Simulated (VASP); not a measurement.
# P (P2/m) in VASP: further runs, part 2 of 2

VASP 6.6.1. Earlier steps stand in the parts before.

### Step 3. Single point, PBEsol

The input, INCAR:

```
PREC     = Accurate       # precision mode
ENCUT    = 520            # plane-wave cutoff, eV
EDIFF    = 1E-7           # SCF threshold, eV
ISMEAR   = 0              # smearing method
SIGMA    = 0.15           # smearing width, eV
LREAL    = False          # projectors in reciprocal space
LASPH    = True           # aspherical terms in the spheres
NELM     = 60             # most SCF steps
ALGO     = Normal         # electronic algorithm
ISIF     = 2              # what is computed and relaxed
LWAVE    = False          # write WAVECAR
LCHARG   = False          # write CHGCAR
GGA      = PS             # functional
NBANDS   = 18             # bands
```

The input, KPOINTS:

```
Automatic mesh
0
Gamma
  24 24 6
```

The input, POSCAR:

```
P
1.0
   -2.4347371633      0.0000000000     -0.0052449062
    0.0000000000     -2.4346254889      0.0000000000
   -0.5067518468      0.0000000000      9.5848461243
P
4
Direct
    0.8750000000      0.0000000000      0.6250000000
    0.9750000000      0.0000000000      0.1250000000
   -0.1750000000      0.0000000000      0.8750000000
   -0.0750000000      0.0000000000      0.3750000000
```

Potentials or basis: VASP PAW PBE potentials, release 64 (P).

Started as:

```bash
$ cat potpaw_PBE.64/P/POTCAR > POTCAR
$ mpirun -np 1 vasp_std > vasp.out
```

OUTCAR:

```text
PREC = Accurate
   ENCUT = 520
   EDIFF = 1E-7
   ISMEAR = 0
   LREAL = False
   LASPH = True
   NELM = 60
   ISIF = 2
   GGA = PS

 ion  position               nearest neighbor table
   1  0.875  0.000  0.625-   3 2.40   4 2.40
   2  0.975  0.000  0.125-   4 2.40   3 2.45
   3  0.825  0.000  0.875-   1 2.40   2 2.45
   4  0.925  0.000  0.375-   1 2.40   2 2.40

  LATTYP: Found a simple monoclinic cell.
 ALAT       =     2.4347428126
 B/A-ratio  =     0.9999518127
 C/A-ratio  =     3.9421957584
 COS(beta)  =    -0.0506450585

  Lattice vectors:

 A1 = (  -2.4347371633,   0.0000000000,  -0.0052449062)
 A2 = (   0.0000000000,   2.4346254889,   0.0000000000)
 A3 = (   0.5067518468,   0.0000000000,  -9.5848461243)

Analysis of symmetry for initial positions (statically):
=====================================================================
 Subroutine PRICEL returns:
 Original cell was already a primitive cell.

 Routine SETGRP: Setting up the symmetry group for a
 simple monoclinic supercell.

 Subroutine GETGRP returns: Found  4 space group operations
 (whereof  2 operations were pure point group operations)
[... 166 lines left out ...]
  free energy    TOTEN  =       -22.97500531 eV

  energy without entropy =      -22.96008724  energy(sigma->0) =      -22.96754628

 E-fermi :   9.9733     XC(G=0): -11.4909

 val. band max:        9.9702993214   @ k =   0.1250   0.0833   0.3333
 cond. band min:       9.9741835752   @ k =  -0.2083   0.0000   0.3333
 fundamental gap:      0.0038842538
 Fermi energy:         9.9733453708

 k-point     1 :       0.0000    0.0000    0.0000
  band No.  band energies     occupation
      1      -6.8129      2.00000
      2      -5.3436      2.00000
      3      -5.3283      2.00000
      4      -2.1384      2.00000
      5       1.0286      2.00000
      6       6.9571      2.00000
[... 481 lines left out ...]
      5       2.1458      2.00000
      6       3.1265      2.00000
[... 10 lines left out ...]
     17      18.1612      0.00000
     18      18.6417      0.00000

 [... further k-points ...]
[... 5 lines left out ...]
  --------------------------------------------------------------------------------------
  -------------------------------------------------------------------------------------
  Total       -0.2979184     -0.4807981      0.6236291      0.0000000      0.0000000      1.0196308
  in kB       -8.4001891    -13.5567150     17.5840170      0.0000000      0.0000000     28.7497898
  external PRESSURE =      -1.4576290 kB  Pullay stress =       0.0000000 kB

 VOLUME and BASIS-vectors are now :
 -----------------------------------------------------------------------------
  energy-cutoff  :      520.00
  volume of cell :       56.82
      direct lattice vectors                 reciprocal lattice vectors
    -2.434737163  0.000000000 -0.005244906    -0.410675179  0.000000000 -0.021712441
     0.000000000 -2.434625489  0.000000000     0.000000000 -0.410740791  0.000000000
    -0.506751847  0.000000000  9.584846124    -0.000224725  0.000000000  0.104319475

 POSITION                                       TOTAL-FORCE (eV/Angst)
 -----------------------------------------------------------------------------------
     -2.44711      0.00000      5.98594        -0.034222      0.000000      0.116249
     -2.43721      0.00000      1.19299         0.386953      0.000000      0.129032
     -2.45207      0.00000      8.38241        -0.386953      0.000000     -0.129032
     -2.44216      0.00000      3.58947         0.034222      0.000000     -0.116249
 -----------------------------------------------------------------------------------
    total drift:                                0.000001     -0.000000     -0.000000

  FREE ENERGIE OF THE ION-ELECTRON SYSTEM (eV)
  ---------------------------------------------------
  free  energy   TOTEN  =       -22.9750053103 eV

  energy  without entropy=      -22.9600872401  energy(sigma->0) =      -22.96754628
```

stdout:

```text
POSCAR found type information on POSCAR P
 POSCAR found :  1 types and       4 ions
 scaLAPACK will be used
 -----------------------------------------------------------------------------
|                                                                             |
|                                                                             |
|     You enforced a specific xc type in the INCAR file but a different       |
|     I HOPE YOU KNOW WHAT YOU ARE DOING!                                     |
|                                                                             |
 -----------------------------------------------------------------------------

 LDA part: xc-table for (Slater+PW92), standard interpolation
 POSCAR, INCAR and KPOINTS ok, starting setup
 FFT: planning ... GRIDC
 FFT: planning ... GRID_SOFT
 FFT: planning ... GRID
 WAVECAR not read
 entering main loop
```

Run time: 12 min. Hardware: 1 thread of Intel Xeon 8259CL, shared host; peak memory 0.71 GiB.

What came out:

```
Free energy            : -22.9750 eV
Pressure               : -0.1 GPa
Largest force          : 0.408 eV/Å
Band gap on the k mesh : zero (bands 10 and 11 overlap by 8.41 eV)
```

Forces on the atoms (eV/Å):
```
P   -0.034  0.000  0.116
P    0.387  0.000  0.129
P   -0.387  0.000 -0.129
P    0.034  0.000 -0.116
```

Stress tensor (GPa, compression positive):
```
-0.84  0.00  2.87
 0.00 -1.36  0.00
 2.87  0.00  1.76
```

Caveat: the PAW data sets were made with another functional, which shifts forces and pressure a little.
